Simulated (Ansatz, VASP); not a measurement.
W: VASP beside Ansatz

INCAR

```
ALGO = Fast ; EDIFF = 1E-6
ENCUT = 520 ; GGA = PS
ISIF = 2 ; ISMEAR = 0
LASPH = True ; LCHARG = True
LELF = True ; LREAL = False
LVHAR = True ; LWAVE = False
NBANDS = 13 ; NELM = 100
PREC = Accurate ; SIGMA = 0.15
```

KPOINTS

```
k-points
0
Gamma
  26 26 26
```

File POSCAR:

```
W
1.0
    0.0000000000      1.9690108304      1.9989957669
    1.9690108304      0.0000000000      1.9989957669
    1.9690108304      1.9690108304      0.0000000000
W
1
Direct
    0.0000000000      0.0000000000      0.0000000000
```

Input for Ansatz:

```yaml
crystal:
  lattice:
    - [0.0, 1.9690108304, 1.9989957669]
    - [1.9690108304, 0.0, 1.9989957669]
    - [1.9690108304, 1.9690108304, 0.0]
  atoms:
    - { symbol: W, position: [0.0, 0.0, 0.0] }
basis:
  ecutwfc: 420
kpoints:
  mp_grid: { grid: [26, 26, 26] }
hamiltonian:
  xc: pbesol
scf:
  occupations: { method: gaussian, width: 0.15 }
output:
  forces: true
  stress: true
  eigenvalues: true
```

Change from the starting cell: strain -0.015 along x and y, +0.000 along z, atoms carried along.

Alike in both runs: task single point; functional PBEsol; k mesh 26 × 26 × 26; occupations gaussian, width 0.15 eV; no spin polarisation.

|  | VASP | Ansatz |
| --- | --- | --- |
| version | VASP 6.6.1 | Ansatz 0.2.0 |
| potentials or method | VASP PAW PBE potentials, release 64 (W_sv), cutoff 520 eV | scalar-relativistic, plane waves, PAW |
| valence electrons in the cell | 14 | 14 |

Ansatz gave:

| Quantity | Value |
| --- | --- |
| gap on the k mesh at the Fermi level (eV) | none |
| pressure (GPa) | 9.6 |
| traceless stress, the component that is largest in VASP (GPa) | 3.12 |

Estimate VASP's values.

gap on the k mesh at the Fermi level (eV): none; pressure (GPa): 10.4; traceless stress, the component that is largest in VASP (GPa): 3.17.

VASP's potentials were made for PBE, not for PBEsol. A gap of «none» marks a metal or a gap that the smearing closes. With one functional, cell and mesh, what is left measures potentials, basis and numerics.

Neither program's run includes spin-orbit coupling.
